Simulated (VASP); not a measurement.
Wanted: the native input for a VASP 6.6.1 run.

| Property | Result |
| --- | --- |
| Task | single point |
| Functional | PBE |
| Potentials or basis | VASP PAW PBE potentials, release 64 (Na_pv, W_sv, F) |
| Cutoff | 520 eV |
| k mesh | 4 × 4 × 4 |
| Occupations | gaussian, width 0.1 eV |
| Spin | collinear spin |
| Starting moments | [0.0, 3.36, 0.01, 0.01, 0.01] μB |
| Dipole correction | no |
| Further INCAR settings | ALGO = Normal; EDIFF = 1e-07; NBANDS = 33 |

The structure of NaWF3 lies in POSCAR:

```
NaWF3
1.0
    4.0637514237      0.0000000000      0.0000000000
    0.0000000000      4.0637514237      0.0000000000
    0.0000000000      0.0000000000      4.0637514237
Na W F
1 1 3
Direct
    0.0000000000      0.0000000000      0.0000000000
    0.5000000000      0.5000000000      0.5000000000
    0.5000000000      0.0000000000      0.0000000000
    0.0000000000      0.5000000000      0.0000000000
    0.0000000000      0.0000000000      0.5000000000
```

The cell was built from a structure type or drawn by symmetry, and may not be a known phase.

The input as run:

INCAR

```
SYSTEM = NaWF3
ALGO = Normal
EDIFF = 1E-7
ENCUT = 520
GGA = PE
ISIF = 2
ISMEAR = 0
ISPIN = 2
LASPH = .True.
LCHARG = .False.
LMAXMIX = 4
LORBIT = 11
LREAL = .False.
LWAVE = .False.
MAGMOM = 0 3.36 0.01 0.01 0.01
NBANDS = 33
NELM = 150
PREC = Accurate
SIGMA = 0.1
```

KPOINTS

```
k-points
0
Gamma
  4 4 4
  0 0 0
```

Potentials or basis: VASP PAW PBE potentials, release 64 (Na_pv, W_sv, F).

Command:

```bash
$ cat potpaw_PBE.64/Na_pv/POTCAR potpaw_PBE.64/W_sv/POTCAR potpaw_PBE.64/F/POTCAR > POTCAR
$ mpirun -np 1 vasp_std > vasp.out
```

Results of the run:

The pressure is 0.1 GPa, the band gap on the k mesh is zero (filled and empty bands overlap) and the net moment is 4.00 μB per cell. The site moments are Na -0.00; W +3.16; F +0.01 μB and the valence electrons inside the program's atomic spheres are Na 6.16; W 11.40; F 6.06.

Caveat: the k points lie up to 0.39 Å⁻¹ apart, too coarse for converged energies and pressures of a metal; spin-orbit coupling is left out, which moves the levels of the heavy elements.

Run time: 20 s on 1 thread of Intel(R) Xeon(R) 6975P-C (Granite Rapids) (shared host), peak memory 0.2 GiB.
